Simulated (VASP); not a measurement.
A run of VASP 6.6.1:

INCAR

```
SYSTEM = Ir
  ALGO = Normal
  EDIFF = 1E-6
  ENCUT = 400
  GGA = PE
  GGA_COMPAT = .False.
  ISIF = 2
  ISMEAR = 0
  LASPH = .True.
  LCHARG = .False.
  LREAL = .False.
  LWAVE = .False.
  NBANDS = 106
  NELM = 120
  PREC = Accurate
  SIGMA = 0.1
```

KPOINTS

```
k-points
0
Gamma
  10 6 3
  0 0 0
```

Contents of POSCAR:

```
Ir
1.0
    3.8706609772      0.0000000000      0.0000000000
    0.0000000000      6.1200523691      0.0000000000
    0.0000000000      0.0000000000     13.3335216361
Ir
20
Direct
    0.0000000000      0.6212562795      0.0663419261
    0.0000000000      0.3998159438      0.3570905400
    0.5000000000      0.3064335460      0.0547601260
    0.5000000000      0.9001840562      0.1309478374
    0.5000000000      0.1011454676      0.3103061972
    0.5000000000      0.6787437205      0.4216964514
    0.5000000000      0.5017569502      0.2290812041
    0.0000000000      0.1988545324      0.1777321802
    0.0000000000      0.7982430498      0.2589571733
    0.0000000000     -0.0064335460      0.4332782514
    0.5000000000      0.6212562795      0.9216964514
    0.5000000000      0.3998159438      0.6309478374
    0.0000000000      0.3064335460      0.9332782514
    0.0000000000      0.9001840562      0.8570905400
    0.0000000000      0.1011454676      0.6777321802
    0.0000000000      0.6787437205      0.5663419261
    0.0000000000      0.5017569502      0.7589571733
    0.5000000000      0.1988545324      0.8103061972
    0.5000000000      0.7982430498      0.7290812041
    0.5000000000     -0.0064335460      0.5547601260
```

Potentials or basis: VASP PAW PBE potentials, release 64 (Ir).

Run with:

```bash
$ cat potpaw_PBE.64/Ir/POTCAR > POTCAR
$ mpirun -np 1 vasp_std > vasp.out
```

Hardware: 1 thread of Intel(R) Xeon(R) 6975P-C (Granite Rapids), with other jobs on the host.

Problem. How long does it take, and how much memory?

Solution. It took 25 min on 1 thread of Intel(R) Xeon(R) 6975P-C (Granite Rapids), with other jobs on the host, peak memory 0.77 GiB. Counts: scf iterations 20, k points 48.
